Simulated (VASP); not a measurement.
BAs2, 6 atoms in the cell. It takes space group Cccm (No. 66, orthorhombic). Conventional cell: a = 4.394 Å, b = 8.737 Å, c = 5.989 Å, α = 90.00°, β = 90.00°, γ = 90.00°. Within 2.8 Å of B (site symmetry 222) lie 4 As at 2.09 Å. As (site symmetry m) has 2 B at 2.09 Å and 2 As at 2.59 to 2.74 Å within 2.8 Å. The cell was generated, and may not be a known phase.

| Item | Value |
| --- | --- |
| Program | VASP 6.6.1 |
| Task | relaxation of cell and atoms |
| Functional | PBE |
| Potentials or basis | VASP PAW PBE potentials, release 64 (B, As) |
| Cutoff | 600 eV |
| k mesh | 10 × 10 × 6 |
| Occupations | gaussian, width 0.1 eV |
| Spin | no spin polarisation |
| Dipole correction | no |
| Further INCAR settings | ALGO = Normal; EDIFF = 1e-06; IBRION = 2; EDIFFG = -0.01; NSW = 100; ISIF = 3 |

Potentials or basis: VASP PAW PBE potentials, release 64 (B, As).

Launch:

```sh
$ cat potpaw_PBE.64/B/POTCAR potpaw_PBE.64/As/POTCAR > POTCAR
$ mpirun -np 1 vasp_std > vasp.out
```

Hardware: 1 thread of Intel Xeon 8259CL (shared host).

**Question.** Estimate the wall time of this run.

**Answer.** Run time: 23 min on 1 thread of Intel Xeon 8259CL (shared host), peak memory 0.47 GiB. Counts: scf iterations 47, k points 124, ion steps 8.
